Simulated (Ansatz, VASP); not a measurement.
## Pd in VASP and in Ansatz

Contents of INCAR:

```
SYSTEM = Pd
ALGO = Fast ; EDIFF = 1E-7
ENCUT = 520 ; GGA = PS
ISIF = 2 ; ISMEAR = 0
LASPH = .TRUE. ; LCHARG = .FALSE.
LREAL = .FALSE. ; LWAVE = .FALSE.
NBANDS = 11 ; NELM = 100
PREC = Accurate ; SIGMA = 0.15
```

KPOINTS

```
k-points
0
G
  24 24 24
  0 0 0
```

POSCAR

```
Pd
1.0
    0.0000000000      2.0531671217      1.7451920534
    2.0531671217      0.0000000000      1.7451920534
    2.0531671217      2.0531671217      0.0000000000
Pd
1
Direct
    0.0000000000      0.0000000000      0.0000000000
```

Input for Ansatz:

```yaml
crystal:
  lattice:
    - [0.0, 2.0531671217, 1.7451920534]
    - [2.0531671217, 0.0, 1.7451920534]
    - [2.0531671217, 2.0531671217, 0.0]
  atoms:
    - { symbol: Pd, position: [0.0, 0.0, 0.0] }
basis:
  ecutwfc: 420
kpoints:
  mp_grid: { grid: [24, 24, 24] }
hamiltonian:
  xc: pbesol
scf:
  occupations: { method: gaussian, width: 0.15 }
output:
  forces: true
  stress: true
  eigenvalues: true
```

Alike in both runs: task single point; functional PBEsol; k mesh 24 × 24 × 24; occupations gaussian, width 0.15 eV; no spin polarisation.

```csv
,VASP,Ansatz
version,VASP 6.6.1,Ansatz 0.2.0
potentials or method,"VASP PAW PBE potentials, release 64 (Pd), cutoff 520 eV","scalar-relativistic, plane waves, PAW"
valence electrons in the cell,10,18
```

Ansatz gave:

```
gap on the k mesh at the Fermi level (eV)                     : none
pressure (GPa)                                                : -1.3
traceless stress, the component that is largest in VASP (GPa) : 2.79
```

**Question.** What did VASP give for the same quantities?

**Answer.** gap on the k mesh at the Fermi level (eV): none; pressure (GPa): -1.7; traceless stress, the component that is largest in VASP (GPa): 2.75.

VASP's potentials were made for PBE, not for PBEsol. A gap of «none» marks a metal or a gap that the smearing closes. VASP's potentials hold 10 valence electrons a cell and Ansatz's 18, so a difference there can come from the potentials and not from the codes.
